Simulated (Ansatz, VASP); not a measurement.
W2N in VASP and in Ansatz

```
W N
1.0
     3.05936    0.00000    0.00000
    -1.52968    2.64948    0.00000
     0.00000    0.00000   16.18246
W N
6 3
Direct
  0.00000 0.00000 0.07587
  0.00000 0.00000 0.92413
  0.33333 0.66667 0.26229
  0.66667 0.33333 0.73771
  0.33333 0.66667 0.41742
  0.66667 0.33333 0.58258
  0.00000 0.00000 0.50000
  0.33333 0.66667 0.15039
  0.66667 0.33333 0.84961
```

Change from the starting cell: strain +0.080 along x and y, -0.080 along z, atoms carried along.

Alike in both runs: task single point; functional PBE; k mesh 18 × 18 × 4; occupations gaussian, width 0.15 eV; no spin polarisation.

|  | VASP | Ansatz |
| --- | --- | --- |
| version | VASP 6.6.1 | Ansatz 0.2.0 |
| potentials or method | VASP PAW PBE potentials, release 64 (W_sv, N), cutoff 520 eV | scalar-relativistic, plane waves, PAW |
| valence electrons in the cell | 99 | 99 |

|  | VASP | Ansatz | Ansatz less VASP |
| --- | --- | --- | --- |
| gap on the k mesh at the Fermi level (eV) | none | none | - |
| pressure (GPa) | -5.2 | -6.0 | -0.84 |
| traceless stress, the component that is largest in VASP (GPa) | 32.93 | 32.08 | -0.856 |
| rms of the force components (eV/Å) | 1.665 | 1.638 | -0.0274 |

Atom by atom the forces differ by 0.036 eV/Å (rms over components). A gap of «none» marks a metal or a gap that the smearing closes.

Neither program's run includes spin-orbit coupling.
